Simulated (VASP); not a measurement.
# Ge (Fd-3m) in VASP: a series of runs

The runs below take Ge through single point, relaxation of cell and atoms, with RPBE, BLYP, revPBE+D3(BJ).

All numbers are computed with VASP 6.6.1; they aren't measurements. Logs are shortened: lines on timing, memory, paths and dates and some standing lists are left out, and cuts for length are marked.

**Experimental background.**

From “Electronic and optical properties of SixGe1-x-ySny alloys lattice-matched to Ge”, 2021, arxiv:2109.02782, for a bulk crystal of Ge: band gap 0.807 eV (direct) at 300 K; band gap 0.666 eV (indirect) at 293 K.

The runs below are set against these values where they give the same quantity.

**1. The cell of the first run**

The structure is cubic, space group Fd-3m (No. 227). Conventional cell: a = 5.816 Å, b = 5.816 Å, c = 5.816 Å, α = 90.00°, β = 90.00°, γ = 90.00°. Ge (site symmetry -43m) has 4 Ge at 2.52 Å within 3.3 Å.

**2. Single point, RPBE**

INCAR reads:

```
ALGO     = Normal         # electronic algorithm
EDIFF    = 1E-6           # SCF threshold, eV
ENCUT    = 520            # plane-wave cutoff, eV
GGA      = RP             # functional
ISIF     = 2              # what is computed and relaxed
ISMEAR   = -1             # smearing method
LASPH    = T              # aspherical terms in the spheres
LCHARG   = F              # write CHGCAR
LREAL    = F              # projectors in reciprocal space
LWAVE    = F              # write WAVECAR
NBANDS   = 21             # bands
NELM     = 100            # most SCF steps
PREC     = Accurate       # precision mode
SIGMA    = 0.05           # smearing width, eV
```

KPOINTS reads:

```
k-points
0
Gamma
  8 8 8
```

POSCAR reads:

```
Ge
1.0
    0.0000000000      2.9081034383      2.9081034383
    2.9081034383      0.0000000000      2.9081034383
    2.9081034383      2.9081034383      0.0000000000
Ge
2
Direct
    0.7500000000      0.7500000000      0.7500000000
    0.5000000000      0.5000000000      0.5000000000
```

Potentials or basis: VASP PAW PBE potentials, release 64 (Ge_d).

Started as:

```console
$ cat potpaw_PBE.64/Ge_d/POTCAR > POTCAR
$ mpirun -np 1 vasp_std > vasp.out
```

OUTCAR:

```text
EDIFF = 1E-6
   ENCUT = 520
   GGA = RP
   ISIF = 2
   ISMEAR = -1
   LASPH = T
   LREAL = F
   NELM = 100
   PREC = Accurate

 ion  position               nearest neighbor table
   1  0.750  0.750  0.750-   2 2.52   2 2.52   2 2.52   2 2.52
   2  0.500  0.500  0.500-   1 2.52   1 2.52   1 2.52   1 2.52

  LATTYP: Found a face centered cubic cell.
 ALAT       =     5.8162068766

  Lattice vectors:

 A1 = (   0.0000000000,   2.9081034383,   2.9081034383)
 A2 = (   2.9081034383,   0.0000000000,   2.9081034383)
 A3 = (   2.9081034383,   2.9081034383,   0.0000000000)

Analysis of symmetry for initial positions (statically):
=====================================================================
 Subroutine PRICEL returns:
 Original cell was already a primitive cell.

 Routine SETGRP: Setting up the symmetry group for a
 face centered cubic supercell.

 Subroutine GETGRP returns: Found 48 space group operations
 (whereof 24 operations were pure point group operations)
 out of a pool of 48 trial point group operations.

The static configuration has the point symmetry T_d .
 The point group associated with its full space group is O_h .

Analysis of symmetry for dynamics (positions and initial velocities):
=====================================================================
 Subroutine PRICEL returns:
 Original cell was already a primitive cell.

 Routine SETGRP: Setting up the symmetry group for a
 face centered cubic supercell.

 Subroutine GETGRP returns: Found 48 space group operations
 (whereof 24 operations were pure point group operations)
 out of a pool of 48 trial point group operations.

The dynamic configuration has the point symmetry T_d .
 The point group associated with its full space group is O_h .

 Subroutine INISYM returns: Found 48 space group operations
 (whereof 24 operations are pure point group operations),
 and found     1 'primitive' translations

----------------------------------------------------------------------------------------

                                     Primitive cell

  volume of cell :      49.1880

  direct lattice vectors                    reciprocal lattice vectors
     0.000000000  2.908103438  2.908103438    -0.171933362  0.171933362  0.171933362
     2.908103438  0.000000000  2.908103438     0.171933362 -0.171933362  0.171933362
     2.908103438  2.908103438  0.000000000     0.171933362  0.171933362 -0.171933362

[... 78 lines left out ...]
   LNONCOLLINEAR =      F non collinear calculations
   LSORBIT =      F    spin-orbit coupling
   LASPH  =      T    aspherical Exc in radial PAW
   ENCUT  =  520.0 eV  38.22 Ry    6.18 a.u.   7.65  7.65  7.65*2*pi/ulx,y,z
   NELM   =    100;   NELMIN=  2; NELMDL= -5     # of ELM steps
   EDIFF  = 0.1E-05   stopping-criterion for ELM
   LREAL  =      F    real-space projection
   EDIFFG = 0.1E-04   stopping-criterion for IOM
   NSW    =      0    number of steps for IOM
   IBRION =     -1    ionic relax: 0-MD 1-quasi-New 2-CG
   NFREE  =      0    steps in history (QN), initial steepest desc. (CG)
   ISIF   =      2    stress and relaxation
   ISYM   =      2    0-nonsym 1-usesym 2-fastsym
   POTIM  = 0.5000    time-step for ionic-motion
   TEBEG  =    0.0;   TEEND  =   0.0 temperature during run
   PSTRESS=    0.0 pullay stress
   NELECT =      28.0000    total number of electrons
   NUPDOWN=      -1.0000    fix difference up-down
   EMIN   =  10.00;   EMAX   =-10.00  energy-range for DOS
   EFERMI =   0.00;   METHOD = LEGACY
   ISMEAR =    -1;   SIGMA  =   0.05  broadening in eV -4-tet -1-fermi 0-gaus
   EFERMI_NEDOS =   21; number of points for ismear=-14 and -15
   IALGO  =     38    algorithm
   IMIX   =      4    mixing-type and parameters
     AMIX     =   0.40;   BMIX     =  1.00
     AMIX_MAG =   1.60;   BMIX_MAG =  1.00
  volume/ion in A,a.u.               =      24.59       165.97
  Fermi-wavevector in a.u.,A,eV,Ry     =   1.356774  2.563932 25.046107  1.840837
  Thomas-Fermi vector in A             =   2.483749
   LORBIT       =      0    0 simple, 1 ext, 2 COOP (PROOUT), +10 PAW based schemes
   GGA     = RP    functional components
   LHFCALC =     F    Hartree Fock is set to
   AEXX    =    0.0000 exact exchange contribution
   IVDW    =     0    specifies the selected vdW correction
   LEPSILON=     F    determine dielectric tensor
   LRPA    =     F    only Hartree local field effects (RPA)
 non-spin polarized calculation
  energy-cutoff  :      520.00
  volume of cell :       49.19
 maximum number of plane-waves:      1363
   NGX = 15   NGY = 15   NGZ = 15

 number of electron      27.9999977 magnetization

 Free energy of the ion-electron system (eV)
  ---------------------------------------------------
  ext. energy  EPLUGINS =         0.00000000
  ---------------------------------------------------
  free energy    TOTEN  =        -8.35818532 eV

  energy without entropy =       -8.35710056  energy(sigma->0) =       -8.35764294

 E-fermi :   4.2994     XC(G=0):  -9.3504

 val. band max:        4.0322173141   @ k =   0.1250   0.0000   0.0000
 cond. band min:       4.3311549612   @ k =   0.0000   0.0000   0.0000
 fundamental gap:      0.2989376471
 Fermi energy:         4.2993931290

 k-point     1 :       0.0000    0.0000    0.0000
  band No.  band energies     occupation
      1     -20.4093      2.00000
      2     -20.4093      2.00000
      3     -20.4093      2.00000
      4     -20.3797      2.00000
      5     -20.3797      2.00000
      6     -20.2105      2.00000
[... 565 lines left out ...]
     20      15.1418      0.00000
     21      15.3872      0.00000

 [... further k-points ...]

------------------------ aborting loop because EDIFF is reached ----------------------------------------

  FORCE on cell =-STRESS in cart. coord.  units (eV):
  Direction    XX          YY          ZZ          XY          YZ          ZX
  --------------------------------------------------------------------------------------
  -------------------------------------------------------------------------------------
  Total       -0.0339192     -0.0339192     -0.0339192      0.0000000      0.0000000      0.0000000
  in kB       -1.1048337     -1.1048337     -1.1048337      0.0000000      0.0000000      0.0000000
  external PRESSURE =      -1.1048337 kB  Pullay stress =       0.0000000 kB

 VOLUME and BASIS-vectors are now :
 -----------------------------------------------------------------------------
  energy-cutoff  :      520.00
  volume of cell :       49.19
      direct lattice vectors                 reciprocal lattice vectors
     0.000000000  2.908103438  2.908103438    -0.171933362  0.171933362  0.171933362
     2.908103438  0.000000000  2.908103438     0.171933362 -0.171933362  0.171933362
     2.908103438  2.908103438  0.000000000     0.171933362  0.171933362 -0.171933362

 POSITION                                       TOTAL-FORCE (eV/Angst)
 -----------------------------------------------------------------------------------
      4.36216      4.36216      4.36216        -0.000000     -0.000000     -0.000000
      2.90810      2.90810      2.90810         0.000000      0.000000      0.000000
 -----------------------------------------------------------------------------------
    total drift:                               -0.000000     -0.000000      0.000000

  FREE ENERGIE OF THE ION-ELECTRON SYSTEM (eV)
  ---------------------------------------------------
  free  energy   TOTEN  =        -8.3581853208 eV

  energy  without entropy=       -8.3571005599  energy(sigma->0) =       -8.35764294
```

OSZICAR:

```text
N       E                     dE             d eps       ncg     rms          rms(c)
DAV:   1     0.196859566766E+03    0.19686E+03   -0.14689E+04  1337   0.353E+03
DAV:   2     0.208695858403E+02   -0.17599E+03   -0.17065E+03  1218   0.625E+02
DAV:   3    -0.738233330201E+01   -0.28252E+02   -0.28067E+02  1398   0.146E+02
DAV:   4    -0.837285142840E+01   -0.99052E+00   -0.99002E+00  1353   0.322E+01
DAV:   5    -0.838909390256E+01   -0.16242E-01   -0.16242E-01  1388   0.461E+00    0.305E+00
DAV:   6    -0.836318181229E+01    0.25912E-01   -0.18054E-02  1577   0.156E+00    0.181E+00
DAV:   7    -0.835478792884E+01    0.83939E-02   -0.38213E-02  1374   0.202E+00    0.164E-01
DAV:   8    -0.835753328161E+01   -0.27454E-02   -0.62084E-03  1341   0.942E-01    0.497E-02
DAV:   9    -0.835806277998E+01   -0.52950E-03   -0.63663E-04  1343   0.214E-01    0.176E-02
DAV:  10    -0.835817563317E+01   -0.11285E-03   -0.20724E-04  1283   0.109E-01    0.854E-03
DAV:  11    -0.835818559600E+01   -0.99628E-05   -0.35203E-05  1363   0.664E-02    0.234E-03
DAV:  12    -0.835818532077E+01    0.27523E-06   -0.14989E-06  1067   0.180E-02
   1 F= -.83581853E+01 E0= -.83576429E+01  d E =-.108476E-02
```

It took 31 s on 1 thread of Intel Xeon 8259CL, shared host; peak memory 0.18 GiB.

What came out:

- Free energy: -8.3582 eV
- Pressure: -0.1 GPa
- Band gap on the k mesh: zero (filled and empty bands touch)

Caveat: semilocal functionals underestimate gaps, so a narrow gap can read as zero; the PAW data sets were made with another functional, which shifts forces and pressure a little.

(Continued in part 2 of 2.)
